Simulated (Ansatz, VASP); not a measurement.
## Two plane-wave programs on MgO

Contents of INCAR:

```
PREC = Accurate
ENCUT = 520
EDIFF = 1E-6
ISMEAR = 0
SIGMA = 0.05
LREAL = False
LASPH = True
NELM = 100
ALGO = Normal
ISIF = 2
LWAVE = False
LCHARG = False
GGA = PE
NBANDS = 11
```

KPOINTS

```
Automatic mesh
0
Gamma
  10 10 10
```

POSCAR

```
MgO
1.0
    0.0000000000      2.0737498328      2.0205767601
    2.0737498328      0.0000000000      2.0205767601
    2.0737498328      2.0737498328      0.0000000000
Mg O
1 1
Direct
    0.0000000000      0.0000000000      0.0000000000
    0.5000000000      0.5000000000      0.5000000000
```

Input for Ansatz:

```yaml
crystal:
  lattice:
    - [0.0, 2.0737498328, 2.0205767601]
    - [2.0737498328, 0.0, 2.0205767601]
    - [2.0737498328, 2.0737498328, 0.0]
  atoms:
    - { symbol: Mg, position: [0.0, 0.0, 0.0] }
    - { symbol: O, position: [0.5, 0.5, 0.5] }
basis:
  ecutwfc: 420
kpoints:
  mp_grid: { grid: [10, 10, 10] }
hamiltonian:
  xc: pbe
scf:
  occupations: { method: gaussian, width: 0.05 }
output:
  forces: true
  stress: true
  eigenvalues: true
```

Change from the starting cell: strain -0.025 along x and y, -0.050 along z, atoms carried along.

Alike in both runs: task single point; functional PBE; k mesh 10 × 10 × 10; occupations gaussian, width 0.05 eV; no spin polarisation.

|  | VASP | Ansatz |
| --- | --- | --- |
| version | VASP 6.6.1 | Ansatz 0.2.0 |
| potentials or method | VASP PAW PBE potentials, release 64 (Mg, O), cutoff 520 eV | scalar-relativistic, plane waves, PAW |
| valence electrons in the cell | 8 | 16 |

VASP gave:

```
gap on the k mesh at the Fermi level (eV)                     : 5.44
least direct gap on the mesh (eV)                             : 5.44
pressure (GPa)                                                : 18.3
traceless stress, the component that is largest in VASP (GPa) : 5.64
```

What did Ansatz give for the same quantities?

gap on the k mesh at the Fermi level (eV): 5.45; least direct gap on the mesh (eV): 5.45; pressure (GPa): 19.0; traceless stress, the component that is largest in VASP (GPa): 5.59.

VASP's potentials hold 8 valence electrons a cell and Ansatz's 16, so a difference there can come from the potentials and not from the codes.
